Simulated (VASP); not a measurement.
# Ag (Fm-3m) in VASP: notebook, part 3 of 3

VASP 6.6.1. Earlier steps stand in the parts before.

### Step 5. Relaxation of cell and atoms, PBE, target pressure 2 GPa, at which the enthalpy is minimised

This run uses another cell than the first one, of 17.49 Å³/atom, 1.140 times its volume.

File INCAR:

```
ALGO = Normal
EDIFF = 1E-7
EDIFFG = -0.008
ENCUT = 600
GGA = PE
IBRION = 2
ISIF = 3
ISMEAR = 0
LASPH = True
LCHARG = False
LREAL = False
LWAVE = False
NELM = 100
NSW = 70
PREC = Accurate
PSTRESS = 20.0
SIGMA = 0.1
```

File KPOINTS:

```
k-points
0
Gamma
  18 18 18
```

File POSCAR:

```
Ag
1.0
    0.0000000000      2.0604157620      2.0604157620
    2.0604157620      0.0000000000      2.0604157620
    2.0604157620      2.0604157620      0.0000000000
Ag
1
Direct
    0.0000000000      0.0000000000      0.0000000000
```

Potentials or basis: VASP PAW PBE potentials, release 64 (Ag).

Command:

```console
> cat potpaw_PBE.64/Ag/POTCAR > POTCAR
> mpirun -np 1 vasp_std > vasp.out
```

OUTCAR:

```text
EDIFF = 1E-7
   EDIFFG = -0.008
   ENCUT = 600
   GGA = PE
   IBRION = 2
   ISIF = 3
   ISMEAR = 0
   LASPH = True
   LREAL = False
   NELM = 100
   NSW = 70
   PREC = Accurate
   PSTRESS = 20.0

 ion  position               nearest neighbor table
   1  0.000  0.000  0.000-

  LATTYP: Found a face centered cubic cell.
 ALAT       =     4.1208315240

  Lattice vectors:

 A1 = (   0.0000000000,   2.0604157620,   2.0604157620)
 A2 = (   2.0604157620,   0.0000000000,   2.0604157620)
 A3 = (   2.0604157620,   2.0604157620,   0.0000000000)

Analysis of symmetry for initial positions (statically):
=====================================================================
 Subroutine PRICEL returns:
 Original cell was already a primitive cell.
[... 254 lines left out ...]

 val. band max:        8.0521107563   @ k =   0.5000   0.1667   0.0556
 cond. band min:       8.2070088232   @ k =   0.5000   0.3333   0.1111
 fundamental gap:      0.1548980669
 Fermi energy:         8.0837702977

 k-point     1 :       0.0000    0.0000    0.0000
  band No.  band energies     occupation
      1       0.5151      2.00000
      2       3.3916      2.00000
      3       3.3916      2.00000
      4       3.3916      2.00000
      5       4.3843      2.00000
      6       4.3843      2.00000
      7      24.0896      0.00000
      8      27.5330      0.00000
      9      27.5330      0.00000
[... 265 lines left out ...]
 k-point    24 :      -0.2222    0.0556    0.0000
  band No.  band energies     occupation
      1       1.9005      2.00000
      2       3.4096      2.00000
      3       3.6271      2.00000
      4       3.6506      2.00000
      5       4.3401      2.00000
      6       4.6945      2.00000
      7      19.5067      0.00000
      8      24.2253      0.00000
      9      26.5243      0.00000

 [... further k-points ...]

------------------------ aborting loop because EDIFF is reached ----------------------------------------

  FORCE on cell =-STRESS in cart. coord.  units (eV):
  Direction    XX          YY          ZZ          XY          YZ          ZX
  --------------------------------------------------------------------------------------
  -------------------------------------------------------------------------------------
  Total        0.2192787      0.2192787      0.2192787      0.0000000     -0.0000000      0.0000000
  in kB       20.1399235     20.1399235     20.1399235      0.0000000     -0.0000000      0.0000000
  external PRESSURE =       0.1399235 kB  Pullay stress =      20.0000000 kB
[... 20 lines left out ...]
  energy  without entropy=       -2.7171505139  energy(sigma->0) =       -2.71765927

  enthalpy is  TOTEN    =        -2.5004127655 eV   P V=        0.2177552657

 reached required accuracy - stopping structural energy minimisation
```

OSZICAR:

```text
N       E                     dE             d eps       ncg     rms          rms(c)
DAV:   1     0.496720982189E+02    0.49672E+02   -0.62469E+03  3566   0.124E+03
DAV:   2    -0.253899597108E+01   -0.52211E+02   -0.50232E+02  3583   0.221E+02
[... 17 lines left out ...]
   2 F= -.25003964E+01 E0= -.24998896E+01  d E =-.298600E-04
       N       E                     dE             d eps       ncg     rms          rms(c)
DAV:   1    -0.271860958850E+01   -0.82661E-03   -0.82816E-03  3557   0.112E+00    0.137E-01
DAV:   2    -0.271818393023E+01    0.42566E-03   -0.19319E-03  3552   0.478E-01    0.421E-02
DAV:   3    -0.271817294258E+01    0.10988E-04   -0.22845E-05  3611   0.478E-02    0.283E-02
DAV:   4    -0.271816799386E+01    0.49487E-05   -0.37363E-06  3712   0.187E-02    0.150E-03
DAV:   5    -0.271816803122E+01   -0.37353E-07   -0.47112E-08  2533   0.231E-03
   3 F= -.25004128E+01 E0= -.24999040E+01  d E =-.462076E-04
```

CONTCAR:

```text
Ag
   1.00000000000000
    -0.0000000000000000    2.0584472979836463    2.0584472979836463
     2.0584472979836463    0.0000000000000000    2.0584472979836463
     2.0584472979836463    2.0584472979836463   -0.0000000000000000
  Ag
     1
Direct
     0.0000000000000000    0.0000000000000000    0.0000000000000000

  0.00000000E+00  0.00000000E+00  0.00000000E+00
```

It took 37 s on 1 thread of Intel Xeon Platinum 8488C (Sapphire Rapids), shared host; peak memory 0.18 GiB.

Results:

```
Free energy                                            : -2.7182 eV
Relaxed volume                                         : 17.44 Å³/atom
Relaxed cell                                           : a = 2.911 Å, b = 2.911 Å, c = 2.911 Å, α = 60.00°, β = 60.00°, γ = 60.00°
Space group after relaxing (to 0.05 Å)                 : Fm-3m (No. 225)
Energy change on relaxing (the enthalpy is what falls) : +0.6 meV/atom
Ionic steps                                            : 3
Pressure after relaxing                                : 2.0 GPa
```

Step by step:
| step | energy change (eV) | largest force (eV/Å) | pressure (GPa) | volume (Å³) |
| --- | --- | --- | --- | --- |
| 1 | 0.0000 | 0.0000 | 1.71 | 17.49 |
| 2 | 0.0010 | 0.0000 | 2.15 | 17.41 |
| 3 | 0.0006 | 0.0000 | 2.01 | 17.44 |

Final structure:
```
Ag
1.0
     0.00000    2.05845    2.05845
     2.05845    0.00000    2.05845
     2.05845    2.05845    0.00000
Ag
1
Direct
  0.00000 0.00000 0.00000
```

Caveat: the cell is relaxed towards a set pressure, so the enthalpy falls and the energy may rise.

### Step 6. Relaxation of cell and atoms, PBE, target pressure -2 GPa, at which the enthalpy is minimised

This run uses another cell than the first one, of 18.18 Å³/atom, 1.185 times its volume.

File INCAR:

```
SYSTEM = Ag
ALGO = Fast
EDIFF = 1E-6
EDIFFG = -0.008
ENCUT = 600
GGA = PE
IBRION = 2
ISIF = 3
ISMEAR = 0
LASPH = .True.
LCHARG = .False.
LREAL = .False.
LWAVE = .False.
NELM = 80
NSW = 70
PREC = Accurate
PSTRESS = -20.0
SIGMA = 0.1
```

File KPOINTS:

```
k-points
0
Gamma
  18 18 18
  0 0 0
```

File POSCAR:

```
Ag
1.0
    0.0000000000      2.0870013635      2.0870013635
    2.0870013635      0.0000000000      2.0870013635
    2.0870013635      2.0870013635      0.0000000000
Ag
1
Direct
    0.0000000000      0.0000000000      0.0000000000
```

Potentials or basis: VASP PAW PBE potentials, release 64 (Ag).

Command:

```console
> cat potpaw_PBE.64/Ag/POTCAR > POTCAR
> mpirun -np 1 vasp_std > vasp.out
```

It took 37 s on 1 thread of Intel Xeon Platinum 8488C (Sapphire Rapids), shared host; peak memory 0.17 GiB.

The run converged. Its results:

```yaml
Free_energy: -2.7181 eV
Relaxed_volume: 18.23 Å³/atom
Relaxed_cell: a = 2.954 Å, b = 2.954 Å, c = 2.954 Å, α = 60.00°, β = 60.00°, γ = 60.00°
Space_group_after_relaxing_to_0.05_Å: Fm-3m (No. 225)
Energy_change_on_relaxing_the_enthalpy_is_what_falls: +0.5 meV/atom
Ionic_steps: 3
Pressure_after_relaxing: -2.1 GPa
```

Step by step:
```csv
step,energy change (eV),largest force (eV/Å),pressure (GPa),volume (Å³)
1,0.0000,0.0000,-1.73,18.18
2,0.0010,0.0000,-2.12,18.26
3,0.0005,0.0000,-2.05,18.23
```

Final structure:
```
Ag
1.0
     0.00000    2.08872    2.08872
     2.08872    0.00000    2.08872
     2.08872    2.08872    0.00000
Ag
1
Direct
  0.00000 0.00000 0.00000
```

Levels at points of the mesh, in eV from the Fermi level:
```
           k point  band 4  band 5  band 6  band 7  band 8  band 9
(0.00, 0.00, 0.00)   -4.55   -3.63   -3.63   15.89   19.07   19.07
(0.50, 0.00, 0.00)   -2.92   -2.92   -0.19    3.27   15.12   17.21
(0.50, 0.50, 0.00)   -2.74   -2.74    1.69    6.26   10.36   10.36
```

Caveat: the cell is relaxed towards a set pressure, so the enthalpy falls and the energy may rise.

### Step 7. Summary

```tsv
cell	gap on the mesh (eV)	pressure (GPa)
relaxed to 20 GPa from a = 2.789 Å, angles 60.0°, 1 atom	none	20.0
relaxed to 10 GPa from a = 2.847 Å, angles 60.0°, 1 atom	none	10.0
relaxed to 5 GPa from a = 2.885 Å, angles 60.0°, 1 atom	none	5.0
relaxed to 2 GPa from a = 2.914 Å, angles 60.0°, 1 atom	none	2.0
relaxed to -2 GPa from a = 2.951 Å, angles 60.0°, 1 atom	none	-2.1
```

Alike in all rows: task relaxation of cell and atoms; level PBE; potentials or basis VASP PAW PBE potentials, release 64 (Ag); no spin polarisation; k mesh 18 × 18 × 18; cutoff (eV) 600; smearing gaussian 0.1 eV.

Caveats: the cell is relaxed towards a set pressure, so the enthalpy falls and the energy may rise.

Absolute energies hang on the potentials; compare differences alone.
